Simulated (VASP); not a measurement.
# Mg9O8 (a cell with a defect) in VASP: a series of runs, part 2 of 2

VASP 6.6.1.

**3. Single point, PBE**

Input file INCAR:

```
PREC     = Accurate       # precision mode
ENCUT    = 520            # plane-wave cutoff, eV
EDIFF    = 1E-6           # SCF threshold, eV
ISMEAR   = 0              # smearing method
SIGMA    = 0.05           # smearing width, eV
LREAL    = Auto         
LASPH    = T              # aspherical terms in the spheres
NELM     = 60             # most SCF steps
ALGO     = Normal         # electronic algorithm
ISIF     = 2              # what is computed and relaxed
LWAVE    = F              # write WAVECAR
LCHARG   = F              # write CHGCAR
GGA      = PE             # functional
NBANDS   = 47             # bands
```

Input file KPOINTS:

```
Automatic mesh
0
Gamma
  2 2 2
```

Input file POSCAR:

```
Mg9O8
1.0
    0.0000000000      4.0260000000      4.0260000000
    4.0260000000      0.0000000000      4.0260000000
    4.0260000000      4.0260000000      0.0000000000
Mg O
9 8
Direct
   -0.0051736215     -0.0063646299      0.0183735718
   -0.0034737953     -0.0195470691      0.5310761302
    0.0278309737      0.4764072280      0.0205125435
   -0.0088782911      0.4915832091      0.5290345256
    0.4734108296      0.0225347740      0.0328827620
    0.4940869349     -0.0192496274      0.5311795827
    0.4774343020      0.4764812469      0.0203240189
    0.5884371585      0.5889451068      0.2358410333
    0.4581510184      0.4274562842      0.6580380030
    0.2351058122      0.2355427223      0.2965012419
    0.2286418281      0.2214612519      0.7899863388
    0.2188528316      0.7618575509      0.2535132886
    0.2307486339      0.7516356185      0.7891721311
    0.7617169647      0.2146742424      0.2645348982
    0.7621240686      0.2217922255      0.7894976403
    0.7677619225      0.7611595877      0.2543175609
    0.7324749131      0.7296487829      0.8076616990
```

Potentials or basis: VASP PAW PBE potentials, release 64 (Mg, O).

Command:

```
$ cat potpaw_PBE.64/Mg/POTCAR potpaw_PBE.64/O/POTCAR > POTCAR
$ mpirun -np 1 vasp_std > vasp.out
```

OUTCAR:

```text
PREC = Accurate
   ENCUT = 520
   EDIFF = 1E-6
   ISMEAR = 0
   LREAL = Auto
   LASPH = T
   NELM = 60
   ISIF = 2
   GGA = PE

 ion  position               nearest neighbor table
   1  0.995  0.994  0.018-  12 1.85  16 1.85  15 1.86  11 1.86  14 1.88  13 1.90   2 2.81   6 2.81
                             4 2.81   3 2.85   5 2.85   7 2.85   7 2.85   3 2.85   5 2.85   4 2.88
   2  0.997  0.980  0.531-  13 1.99  10 1.99  12 2.01  15 2.01  14 2.02  17 2.08   5 2.78   4 2.80
                             1 2.81   3 2.83   6 2.83   6 2.86   9 2.87   3 2.87   1 2.89   4 2.89
   3  0.028  0.476  0.021-  13 1.94  10 1.96  11 1.97  17 2.06   8 2.07  16 2.09  14 2.13   9 2.28
                             7 2.56   5 2.56   2 2.83   4 2.84   1 2.85   1 2.85   4 2.86   2 2.87
   4  0.991  0.492  0.529-  10 1.97  11 2.01  15 2.01  16 2.01  12 2.01  17 2.08   2 2.80   6 2.81
                             1 2.81   7 2.84   3 2.84   3 2.86   7 2.87   1 2.88   6 2.89   2 2.89
   5  0.473  0.023  0.033-  10 1.92  11 1.98  15 1.98   8 2.04  12 2.09  16 2.09  17 2.09   9 2.22
                             7 2.56   3 2.56   2 2.78   6 2.78   1 2.85   1 2.85   6 2.92   2 2.92
   6  0.494  0.981  0.531-  13 1.99  10 1.99  16 2.01  11 2.01  14 2.02  17 2.08   5 2.78   4 2.81
                             1 2.81   7 2.83   2 2.83   2 2.86   9 2.86   7 2.87   1 2.89   4 2.89
   7  0.477  0.476  0.020-  13 1.94  10 1.96  15 1.97  17 2.06   8 2.07  12 2.09  14 2.13   9 2.28
                             3 2.56   5 2.56   6 2.83   4 2.84   1 2.85   1 2.85   4 2.87   6 2.87
   8  0.588  0.589  0.236-  12 1.80  16 1.80  14 1.80   9 1.97  17 1.99   5 2.04   7 2.07   3 2.07
                             2 3.12   6 3.12   4 3.15   4 3.16   6 3.20   2 3.20   1 3.44   1 3.44
   9  0.458  0.427  0.658-  11 1.82  15 1.82  13 1.91   8 1.97   5 2.22   3 2.28   7 2.28  14 2.49
                            16 2.63  12 2.64   6 2.86   2 2.87   4 2.91   4 2.91   2 2.95   6 2.95
  10  0.235  0.236  0.297-   5 1.92   3 1.96   7 1.96   4 1.97   6 1.99   2 1.99
  11  0.229  0.221  0.790-   9 1.82   1 1.86   3 1.97   5 1.98   4 2.01   6 2.01
  12  0.219  0.762  0.254-   8 1.80   1 1.85   2 2.01   4 2.01   5 2.09   7 2.09   9 2.64
  13  0.231  0.752  0.789-   1 1.90   9 1.91   7 1.94   3 1.94   2 1.99   6 1.99
  14  0.762  0.215  0.265-   8 1.80   1 1.88   2 2.02   6 2.02   3 2.13   7 2.13   9 2.49
  15  0.762  0.222  0.789-   9 1.82   1 1.86   7 1.97   5 1.98   4 2.01   2 2.01
  16  0.768  0.761  0.254-   8 1.80   1 1.85   6 2.01   4 2.01   5 2.09   3 2.09   9 2.63
  17  0.732  0.730  0.808-   8 1.99   3 2.06   7 2.06   6 2.08   2 2.08   4 2.08   5 2.09

[... 184 lines left out ...]
   NGX = 21   NGY = 21   NGZ = 21

 number of electron      65.9999999 magnetization

 Free energy of the ion-electron system (eV)
  ---------------------------------------------------
  ext. energy  EPLUGINS =         0.00000000
  ---------------------------------------------------
  free energy    TOTEN  =       -74.36327380 eV

  energy without entropy =      -74.35366579  energy(sigma->0) =      -74.35846979

 E-fermi :  12.2827     XC(G=0): -12.1068

 val. band max:       12.2715287046   @ k =   0.0000   0.5000   0.5000
 cond. band min:      12.4466720485   @ k =   0.0000   0.5000   0.0000
 fundamental gap:      0.1751433439
 Fermi energy:        12.2827075733

 k-point     1 :       0.0000    0.0000    0.0000
  band No.  band energies     occupation
      1     -13.3694      2.00000
      2     -11.9627      2.00000
      3     -11.5787      2.00000
      4     -11.5740      2.00000
      5     -11.4912      2.00000
      6     -11.4785      2.00000
[... 373 lines left out ...]
     44      17.2442      0.00000
     45      17.5453      0.00000
 [bands above 45 left out]

------------------------ aborting loop because EDIFF is reached ----------------------------------------

  FORCE on cell =-STRESS in cart. coord.  units (eV):
  Direction    XX          YY          ZZ          XY          YZ          ZX
  --------------------------------------------------------------------------------------
  -------------------------------------------------------------------------------------
  Total       68.2296447     72.5751170     72.4249026      3.0272668     -3.7814205     -3.0191898
  in kB      837.5917375    890.9370506    889.0930080     37.1629320    -46.4209736    -37.0637789
  external PRESSURE =     872.5405987 kB  Pullay stress =       0.0000000 kB

 VOLUME and BASIS-vectors are now :
 -----------------------------------------------------------------------------
  energy-cutoff  :      520.00
  volume of cell :      130.51
      direct lattice vectors                 reciprocal lattice vectors
     0.000000000  4.026000000  4.026000000    -0.124192747  0.124192747  0.124192747
     4.026000000  0.000000000  4.026000000     0.124192747 -0.124192747  0.124192747
     4.026000000  4.026000000  0.000000000     0.124192747  0.124192747 -0.124192747

 POSITION                                       TOTAL-FORCE (eV/Angst)
 -----------------------------------------------------------------------------------
      4.07435      4.07914      8.00555        -0.138094     -0.032055      0.037762
      6.08542      6.15013      7.95932         0.058249     -0.096938     -0.009037
      2.00060      0.19463      2.03006         0.066642      0.100404     -0.172776
      4.10901      6.12015      5.96937        -0.021712      0.012993     -0.013967
      0.22311      2.03834      1.99668        -0.111222     -0.000932     -0.000028
      6.08703      4.12772      5.93769         0.057589      0.013458      0.095863
[... 9 lines left out ...]
      4.08831      4.11489      6.15544        -0.007666      0.023367      0.019323
      6.18921      6.20059      5.88651        -0.045883      0.026816     -0.027067
 -----------------------------------------------------------------------------------
    total drift:                                0.004408      0.001588     -0.006469

  FREE ENERGIE OF THE ION-ELECTRON SYSTEM (eV)
  ---------------------------------------------------
  free  energy   TOTEN  =       -74.3632737953 eV

  energy  without entropy=      -74.3536657920  energy(sigma->0) =      -74.35846979
```

OSZICAR:

```text
N       E                     dE             d eps       ncg     rms          rms(c)
DAV:   1     0.364967557232E+03    0.36497E+03   -0.33947E+04   760   0.131E+03
DAV:   2    -0.666413884773E+02   -0.43161E+03   -0.41999E+03   951   0.291E+02
DAV:   3    -0.892037381425E+02   -0.22562E+02   -0.22424E+02   921   0.660E+01
DAV:   4    -0.893774425854E+02   -0.17370E+00   -0.17349E+00   896   0.612E+00
DAV:   5    -0.893786420056E+02   -0.11994E-02   -0.11993E-02   902   0.471E-01    0.223E+01
DAV:   6    -0.747675720623E+02    0.14611E+02   -0.50118E+01   907   0.338E+01    0.583E+00
DAV:   7    -0.745237593102E+02    0.24381E+00   -0.15866E+00   880   0.577E+00    0.386E+00
DAV:   8    -0.743692153317E+02    0.15454E+00   -0.24889E-01   883   0.315E+00    0.552E-01
DAV:   9    -0.743629548436E+02    0.62605E-02   -0.28921E-02   920   0.946E-01    0.200E-01
DAV:  10    -0.743632366645E+02   -0.28182E-03   -0.43162E-03   891   0.329E-01    0.115E-01
DAV:  11    -0.743632492748E+02   -0.12610E-04   -0.69390E-04   920   0.178E-01    0.441E-02
DAV:  12    -0.743632712586E+02   -0.21984E-04   -0.99417E-05   867   0.581E-02    0.207E-02
DAV:  13    -0.743632733373E+02   -0.20787E-05   -0.23483E-05   920   0.289E-02    0.745E-03
DAV:  14    -0.743632737953E+02   -0.45807E-06   -0.65053E-06   857   0.128E-02
   1 F= -.74363274E+02 E0= -.74358470E+02  d E =-.960800E-02
```

Wall time 89 s (1 thread of Intel Xeon Platinum 8375C at 2.90GHz (Ice Lake), shared host); peak memory 0.26 GiB.

Results:

| Item | Value |
| --- | --- |
| Free energy | -74.3633 eV |
| Pressure | 87.3 GPa |
| Largest force | 0.649 eV/Å |
| Band gap on the k mesh | zero (band 33 reaches 12.27 eV, above the bottom of band 34 at 12.05 eV) |

Forces on the atoms (eV/Å):
```
Mg  -0.138 -0.032  0.038
Mg   0.058 -0.097 -0.009
Mg   0.067  0.100 -0.173
Mg  -0.022  0.013 -0.014
Mg  -0.111 -0.001  0.000
Mg   0.058  0.013  0.096
Mg   0.062  0.167 -0.099
Mg  -0.025  0.062 -0.056
Mg   0.497 -0.289  0.300
O   -0.026  0.060 -0.059
O   -0.014  0.004  0.033
O   -0.009 -0.022 -0.028
O   -0.175  0.037 -0.040
O   -0.155 -0.026  0.023
O   -0.014 -0.040 -0.004
O   -0.008  0.023  0.019
O   -0.046  0.027 -0.027
```

Caveat: the k points lie up to 0.68 Å⁻¹ apart.

**4. Single point, PBE**

Input file INCAR:

```
SYSTEM = Mg9O8
PREC     = Accurate       ! precision mode
ENCUT    = 520            ! plane-wave cutoff, eV
EDIFF    = 1E-7           ! SCF threshold, eV
ISMEAR   = 0              ! smearing method
SIGMA    = 0.05           ! smearing width, eV
LREAL    = Auto         
LASPH    = .True.         ! aspherical terms in the spheres
NELM     = 80             ! most SCF steps
ALGO     = Normal         ! electronic algorithm
ISIF     = 2              ! what is computed and relaxed
LWAVE    = .False.        ! write WAVECAR
LCHARG   = .False.        ! write CHGCAR
GGA      = PE             ! functional
NBANDS   = 47             ! bands
```

Input file KPOINTS:

```
regular mesh
0
Gamma
  2 2 2
  0 0 0
```

Input file POSCAR:

```
Mg9O8
1.0
    0.0000000000      4.0260000000      4.0260000000
    4.0260000000      0.0000000000      4.0260000000
    4.0260000000      4.0260000000      0.0000000000
Mg O
9 8
Direct
   -0.0108650025      0.0073411575      0.0013843766
    0.1235986090     -0.0417019374      0.4596780924
   -0.0108351962      0.5021874069      0.0013260060
   -0.0112334824      0.5015457029      0.5082076503
    0.4856475410     -0.0112839046      0.0368822653
    0.4862199454     -0.0113848733      0.4893133383
    0.4735238450      0.5081199702      0.0100933929
    0.4862419275      0.5357563338      0.4893002981
    0.7005858172      0.0990560109      0.6011297814
    0.2483426478      0.2696086687      0.2413948087
    0.2672807998      0.2439519374      0.7447177099
    0.2484398907      0.7405551416      0.2413566816
    0.2496862891      0.7400854446      0.7700645802
    0.7145598609      0.2771636860      0.2313348236
    0.7127110035      0.2786705166      0.7782780676
    0.7558884749      0.7478442623      0.2484113264
    0.7126059364      0.7302174615      0.7784983855
```

Potentials or basis: VASP PAW PBE potentials, release 64 (Mg, O).

Command:

```
$ cat potpaw_PBE.64/Mg/POTCAR potpaw_PBE.64/O/POTCAR > POTCAR
$ mpirun -np 1 vasp_std > vasp.out
```

OUTCAR:

```text
SYSTEM = Mg9O8
   PREC = Accurate
   ENCUT = 520
   EDIFF = 1E-7
   ISMEAR = 0
   LREAL = Auto
   LASPH = .True.
   NELM = 80
   ISIF = 2
   GGA = PE

 ion  position               nearest neighbor table
   1  0.989  0.007  0.001-  16 1.99  13 2.01  12 2.01  14 2.02  15 2.02  11 2.08   7 2.80   4 2.81
                             3 2.82   5 2.82   6 2.83   3 2.88   6 2.88   5 2.88   4 2.88   7 2.89
   2  0.124  0.958  0.460-  13 1.83  12 1.83  10 1.83   9 1.97   5 2.25   8 2.25   6 2.25  14 2.62
                            15 2.62  17 2.63   3 2.91   1 2.91   4 2.91   4 2.92   1 2.92   3 2.92
   3  0.989  0.502  0.001-  16 1.99  13 2.01  10 2.01  14 2.02  17 2.02  11 2.08   7 2.80   4 2.81
[... 618 lines left out ...]
  external PRESSURE =     871.7322589 kB  Pullay stress =       0.0000000 kB

 VOLUME and BASIS-vectors are now :
 -----------------------------------------------------------------------------
  energy-cutoff  :      520.00
  volume of cell :      130.51
      direct lattice vectors                 reciprocal lattice vectors
     0.000000000  4.026000000  4.026000000    -0.124192747  0.124192747  0.124192747
     4.026000000  0.000000000  4.026000000     0.124192747 -0.124192747  0.124192747
     4.026000000  4.026000000  0.000000000     0.124192747  0.124192747 -0.124192747

 POSITION                                       TOTAL-FORCE (eV/Angst)
 -----------------------------------------------------------------------------------
      0.03513      3.98783      4.01181        -0.012373      0.012906     -0.036113
      5.70877      2.34827      4.35572         0.125010     -0.119574     -0.124186
      2.02715      3.98772      6.00418         0.036000      0.010784      0.010060
      4.06527      6.02682      6.00000        -0.009120     -0.034614      0.010535
      4.12906      2.10371      5.93579        -0.014829      0.021948      0.012947
      5.95014      3.92750      5.93769        -0.021584      0.015877      0.011192
[... 9 lines left out ...]
      4.01093      4.04331      6.05403        -0.011882      0.004683      0.012715
      6.07409      6.00319      5.80881        -0.015429      0.027318      0.007418
 -----------------------------------------------------------------------------------
    total drift:                               -0.007620      0.003035      0.008711

  FREE ENERGIE OF THE ION-ELECTRON SYSTEM (eV)
  ---------------------------------------------------
  free  energy   TOTEN  =       -74.4117292484 eV

  energy  without entropy=      -74.4020882201  energy(sigma->0) =      -74.40690873
```

OSZICAR:

```text
N       E                     dE             d eps       ncg     rms          rms(c)
DAV:   1     0.359743713605E+03    0.35974E+03   -0.34043E+04   768   0.131E+03
DAV:   2    -0.667416060698E+02   -0.42649E+03   -0.41513E+03   959   0.290E+02
DAV:   3    -0.892682008101E+02   -0.22527E+02   -0.22371E+02   929   0.655E+01
DAV:   4    -0.894619928991E+02   -0.19379E+00   -0.19347E+00   912   0.619E+00
DAV:   5    -0.894630910190E+02   -0.10981E-02   -0.10980E-02   864   0.473E-01    0.223E+01
DAV:   6    -0.748236535531E+02    0.14639E+02   -0.50060E+01   900   0.338E+01    0.584E+00
DAV:   7    -0.745723422250E+02    0.25131E+00   -0.14973E+00   864   0.571E+00    0.386E+00
DAV:   8    -0.744175891390E+02    0.15475E+00   -0.26086E-01   899   0.323E+00    0.542E-01
DAV:   9    -0.744114070045E+02    0.61821E-02   -0.30423E-02   906   0.999E-01    0.206E-01
DAV:  10    -0.744117135838E+02   -0.30658E-03   -0.52213E-03   899   0.365E-01    0.120E-01
DAV:  11    -0.744116943068E+02    0.19277E-04   -0.76039E-04   913   0.190E-01    0.470E-02
DAV:  12    -0.744117289674E+02   -0.34661E-04   -0.13557E-04   867   0.655E-02    0.216E-02
DAV:  13    -0.744117289010E+02    0.66411E-07   -0.21285E-05   898   0.287E-02    0.825E-03
DAV:  14    -0.744117293182E+02   -0.41714E-06   -0.85280E-06   907   0.147E-02    0.354E-03
DAV:  15    -0.744117292484E+02    0.69780E-07   -0.61003E-07   857   0.450E-03
   1 F= -.74411729E+02 E0= -.74406909E+02  d E =-.964103E-02
```

stdout:

```text
POSCAR found type information on POSCAR MgO
 POSCAR found :  2 types and      17 ions
 scaLAPACK will be used
 LDA part: xc-table for (Slater+PW92), standard interpolation
 POSCAR, INCAR and KPOINTS ok, starting setup
 FFT: planning ... GRIDC
 FFT: planning ... GRID_SOFT
 FFT: planning ... GRID
 WAVECAR not read
 entering main loop
```

Run time: 1.7 min. Hardware: 1 thread of Intel Xeon Platinum 8375C at 2.90GHz (Ice Lake), shared host; peak memory 0.26 GiB.

What came out:

- Free energy: -74.4117 eV
- Pressure: 87.2 GPa
- Largest force: 0.213 eV/Å
- Band gap on the k mesh: zero (band 33 reaches 12.20 eV, above the bottom of band 34 at 12.06 eV)

Forces on the atoms (eV/Å):
```
Mg  -0.012  0.013 -0.036
Mg   0.125 -0.120 -0.124
Mg   0.036  0.011  0.010
Mg  -0.009 -0.035  0.011
Mg  -0.015  0.022  0.013
Mg  -0.022  0.016  0.011
Mg   0.011 -0.017 -0.009
Mg  -0.012  0.016  0.024
Mg  -0.055  0.057  0.054
O    0.002 -0.011  0.005
O   -0.001 -0.002  0.003
O   -0.007 -0.015 -0.001
O    0.018  0.013 -0.014
O   -0.027 -0.013  0.020
O   -0.004  0.033  0.014
O   -0.012  0.005  0.013
O   -0.015  0.027  0.007
```

Stress tensor (GPa, compression positive):
```
87.30 -4.36 -4.36
-4.36 86.89  4.35
-4.36  4.35 87.33
```

Levels at points of the mesh, in eV from the Fermi level:
| k point | band 29 | band 30 | band 31 | band 32 | band 33 | band 34 | band 35 | band 36 | band 37 | band 38 |
| --- | --- | --- | --- | --- | --- | --- | --- | --- | --- | --- |
| (0.00, 0.00, 0.00) | -7.89 | -7.53 | -7.52 | -7.31 | -2.00 | -0.16 | 0.67 | 0.68 | 0.75 | 1.44 |
| (0.50, 0.00, 0.00) | -8.15 | -8.15 | -7.76 | -7.76 | -0.23 | 0.40 | 1.67 | 1.74 | 1.76 | 2.59 |
| (0.00, 0.50, 0.00) | -8.00 | -7.76 | -7.70 | -7.57 | -0.47 | 0.28 | 1.01 | 1.93 | 1.94 | 2.80 |
| (0.00, 0.00, 0.50) | -8.00 | -7.76 | -7.69 | -7.58 | -0.48 | 0.27 | 1.03 | 1.92 | 1.93 | 2.81 |
| (0.50, 0.50, 0.50) | -8.00 | -7.76 | -7.70 | -7.57 | -0.47 | 0.28 | 1.01 | 1.93 | 1.94 | 2.80 |
| (0.50, 0.50, 0.00) | -8.27 | -7.98 | -7.95 | -7.89 | -0.01 | 1.02 | 1.66 | 2.10 | 2.44 | 3.15 |
| (0.00, 0.50, 0.50) | -8.27 | -7.98 | -7.95 | -7.89 | -0.01 | 1.02 | 1.66 | 2.11 | 2.43 | 3.15 |
| (0.50, 0.00, 0.50) | -8.27 | -7.97 | -7.95 | -7.89 | -0.02 | 1.03 | 1.65 | 2.11 | 2.40 | 3.17 |

Caveat: the k points lie up to 0.68 Å⁻¹ apart.
